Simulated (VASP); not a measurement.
# KTaO3 (Pm-3m) in VASP: a series of runs, part 2 of 2

VASP 6.6.1. The steps go on from the part before.

## Step 3: Relaxation of cell and atoms, PBEsol

This run uses another cell than the first one, of 13.04 Å³/atom.

File INCAR:

```
SYSTEM = KTaO3
ALGO = Normal ; EDIFF = 1E-6
EDIFFG = -0.005 ; ENCUT = 600
GGA = PS ; IBRION = 2
ISIF = 3 ; ISMEAR = 0
LASPH = .True. ; LCHARG = .False.
LREAL = .False. ; LWAVE = .False.
NELM = 80 ; NSW = 70
PREC = Accurate ; SIGMA = 0.02
```

File KPOINTS:

```
k-points
0
Gamma
  8 8 8
  0 0 0
```

File POSCAR:

```
KTaO3
1.0
    4.0243806737      0.0000000000      0.0000000000
    0.0000000000      4.0243806737      0.0000000000
    0.0000000000      0.0000000000      4.0243806737
K Ta O
1 1 3
Direct
    0.5000000000      0.5000000000      0.5000000000
    0.0000000000      0.0000000000      0.0000000000
    0.5000000000      0.0000000000      0.0000000000
    0.0000000000      0.5000000000      0.0000000000
    0.0000000000      0.0000000000      0.5000000000
```

Potentials or basis: VASP PAW PBE potentials, release 64 (K_sv, Ta_pv, O).

Command:

```sh
$ cat potpaw_PBE.64/K_sv/POTCAR potpaw_PBE.64/Ta_pv/POTCAR potpaw_PBE.64/O/POTCAR > POTCAR
$ mpirun -np 1 vasp_std > vasp.out
```

OUTCAR:

```text
SYSTEM = KTaO3
   EDIFF = 1E-6
   EDIFFG = -0.005
   ENCUT = 600
   GGA = PS
   IBRION = 2
   ISIF = 3
   ISMEAR = 0
   LASPH = .True.
   LREAL = .False.
   NELM = 80
   NSW = 70
   PREC = Accurate

 ion  position               nearest neighbor table
   1  0.500  0.500  0.500-   3 2.85   4 2.85   5 2.85   3 2.85   4 2.85   3 2.85   5 2.85   3 2.85
                             4 2.85   5 2.85   4 2.85   5 2.85   2 3.49   2 3.49   2 3.49   2 3.49
   2  0.000  0.000  0.000-   3 2.01   4 2.01   5 2.01   5 2.01   4 2.01   3 2.01   1 3.49   1 3.49
                             1 3.49   1 3.49   1 3.49   1 3.49   1 3.49   1 3.49
   3  0.500  0.000  0.000-   2 2.01   2 2.01   1 2.85   1 2.85   1 2.85   1 2.85
   4  0.000  0.500  0.000-   2 2.01   2 2.01   1 2.85   1 2.85   1 2.85   1 2.85
   5  0.000  0.000  0.500-   2 2.01   2 2.01   1 2.85   1 2.85   1 2.85   1 2.85

  LATTYP: Found a simple cubic cell.
 ALAT       =     4.0243806737

  Lattice vectors:

 A1 = (   4.0243806737,   0.0000000000,   0.0000000000)
 A2 = (   0.0000000000,   4.0243806737,   0.0000000000)
 A3 = (   0.0000000000,   0.0000000000,   4.0243806737)

Analysis of symmetry for initial positions (statically):
=====================================================================
 Subroutine PRICEL returns:
 Original cell was already a primitive cell.

 Routine SETGRP: Setting up the symmetry group for a
 simple cubic supercell.

 Subroutine GETGRP returns: Found 48 space group operations
 (whereof 48 operations were pure point group operations)
 out of a pool of 48 trial point group operations.

The static configuration has the point symmetry O_h .

Analysis of symmetry for dynamics (positions and initial velocities):
=====================================================================
 Subroutine PRICEL returns:
 Original cell was already a primitive cell.

 Routine SETGRP: Setting up the symmetry group for a
 simple cubic supercell.

 Subroutine GETGRP returns: Found 48 space group operations
[... 137 lines left out ...]
   IVDW    =     0    specifies the selected vdW correction
   LEPSILON=     F    determine dielectric tensor
   LRPA    =     F    only Hartree local field effects (RPA)
 conjugate gradient relaxation of ions
 non-spin polarized calculation
 Gauss-broadening in eV      SIGMA  =   0.02
  energy-cutoff  :      600.00
  volume of cell :       65.18
 maximum number of plane-waves:      2216
   NGX = 17   NGY = 17   NGZ = 17

--------------------------------------- Ionic step        1  -------------------------------------------

 number of electron      38.0000006 magnetization

 Free energy of the ion-electron system (eV)
  ---------------------------------------------------
  ext. energy  EPLUGINS =         0.00000000
  ---------------------------------------------------
  free energy    TOTEN  =       -42.90439518 eV

  energy without entropy =      -42.90439518  energy(sigma->0) =      -42.90439518

------------------------ aborting loop because EDIFF is reached ----------------------------------------

  FORCE on cell =-STRESS in cart. coord.  units (eV):
  Direction    XX          YY          ZZ          XY          YZ          ZX
  --------------------------------------------------------------------------------------
  -------------------------------------------------------------------------------------
  Total       -2.0615882     -2.0615882     -2.0615882      0.0000000     -0.0000000      0.0000000
  in kB      -50.6775171    -50.6775171    -50.6775171      0.0000000     -0.0000000      0.0000000
  external PRESSURE =     -50.6775171 kB  Pullay stress =       0.0000000 kB
[... 65 lines left out ...]
--------------------------------------- Ionic step        3  -------------------------------------------

 number of electron      37.9999991 magnetization

 Free energy of the ion-electron system (eV)
  ---------------------------------------------------
  ext. energy  EPLUGINS =         0.00000000
  ---------------------------------------------------
  free energy    TOTEN  =       -42.93207269 eV

  energy without entropy =      -42.93207269  energy(sigma->0) =      -42.93207269

 E-fermi :   1.8703     XC(G=0): -11.1354

 val. band max:        1.6559592641   @ k =   0.5000   0.5000   0.5000
 cond. band min:       3.7411177856   @ k =   0.0000   0.0000   0.0000
 fundamental gap:      2.0851585215
 Fermi energy:         1.8703169657

 k-point     1 :       0.0000    0.0000    0.0000
  band No.  band energies     occupation
      1     -32.4098      2.00000
      2     -32.4098      2.00000
      3     -32.4098      2.00000
      4     -25.4610      2.00000
      5     -15.8264      2.00000
      6     -15.0992      2.00000
[... 613 lines left out ...]
     22       7.7012      0.00000
     23       9.9746      0.00000

 [... further k-points ...]

------------------------ aborting loop because EDIFF is reached ----------------------------------------

  FORCE on cell =-STRESS in cart. coord.  units (eV):
  Direction    XX          YY          ZZ          XY          YZ          ZX
  --------------------------------------------------------------------------------------
  -------------------------------------------------------------------------------------
  Total       -0.0140291     -0.0140291     -0.0140291     -0.0000000     -0.0000000     -0.0000000
  in kB       -0.3540565     -0.3540565     -0.3540565     -0.0000000     -0.0000000     -0.0000000
  external PRESSURE =      -0.3540565 kB  Pullay stress =       0.0000000 kB
[... 20 lines left out ...]
  FREE ENERGIE OF THE ION-ELECTRON SYSTEM (eV)
  ---------------------------------------------------
  free  energy   TOTEN  =       -42.9320726868 eV

  energy  without entropy=      -42.9320726868  energy(sigma->0) =      -42.93207269

 reached required accuracy - stopping structural energy minimisation
```

CONTCAR:

```text
KTaO3
   1.00000000000000
     3.9892350066634941    0.0000000000000000    0.0000000000000000
     0.0000000000000000    3.9892350066634941    0.0000000000000000
    -0.0000000000000000   -0.0000000000000000    3.9892350066634941
  K               Ta              O
     1     1     3
Direct
     0.5000000000000000    0.5000000000000000    0.5000000000000000
     0.0000000000000000    0.0000000000000000    0.0000000000000000
     0.5000000000000000    0.0000000000000000    0.0000000000000000
     0.0000000000000000    0.5000000000000000    0.0000000000000000
     0.0000000000000000    0.0000000000000000    0.5000000000000000

  0.00000000E+00  0.00000000E+00  0.00000000E+00
  0.00000000E+00  0.00000000E+00  0.00000000E+00
  0.00000000E+00  0.00000000E+00  0.00000000E+00
  0.00000000E+00  0.00000000E+00  0.00000000E+00
  0.00000000E+00  0.00000000E+00  0.00000000E+00
```

Wall time 88 s (1 thread of AMD EPYC 7R13 (Zen 3), shared host); peak memory 0.2 GiB.

Results:

```yaml
Free_energy: -42.9321 eV
Relaxed_volume: 12.70 Å³/atom
Relaxed_cell: a = 3.989 Å, b = 3.989 Å, c = 3.989 Å, α = 90.00°, β = 90.00°, γ = 90.00°
Space_group_after_relaxing_to_0.1_Å: Pm-3m (No. 221)
Energy_gained_by_relaxing: 5.5 meV/atom
Ionic_steps: 3
Pressure_after_relaxing: 0.0 GPa
Band_gap_on_the_k_mesh: 2.09 eV (least direct gap 2.71 eV)
```

Step by step:
```tsv
step	energy change (eV)	largest force (eV/Å)	pressure (GPa)	volume (Å³)
1	0.0000	0.0000	-5.07	65.18
2	0.0196	0.0000	7.42	61.36
3	-0.0277	0.0000	-0.04	63.48
```

Final structure:
```
K Ta O
1.0
     3.98924    0.00000    0.00000
     0.00000    3.98924    0.00000
     0.00000    0.00000    3.98924
K Ta O
1 1 3
Direct
  0.50000 0.50000 0.50000
  0.00000 0.00000 0.00000
  0.50000 0.00000 0.00000
  0.00000 0.50000 0.00000
  0.00000 0.00000 0.50000
```

Levels at points of the mesh, in eV from the valence-band top:
```tsv
k point	band 16	band 17	band 18	band 19	band 20	band 21	band 22	band 23
(0.00, 0.00, 0.00)	-1.07	-0.62	-0.62	-0.62	2.09	2.09	2.09	6.44
(0.50, 0.00, 0.00)	-2.18	-1.55	-0.85	-0.85	2.25	4.98	4.98	6.79
(0.50, 0.50, 0.00)	-1.66	-1.45	-1.45	-0.04	5.02	5.02	6.31	7.63
(0.50, 0.50, 0.50)	-3.94	0.00	0.00	0.00	6.45	6.45	6.45	8.80
```

Caveat: the PAW data sets were made with another functional, which shifts forces and pressure a little; spin-orbit coupling is left out, which moves the levels of the heavy elements.
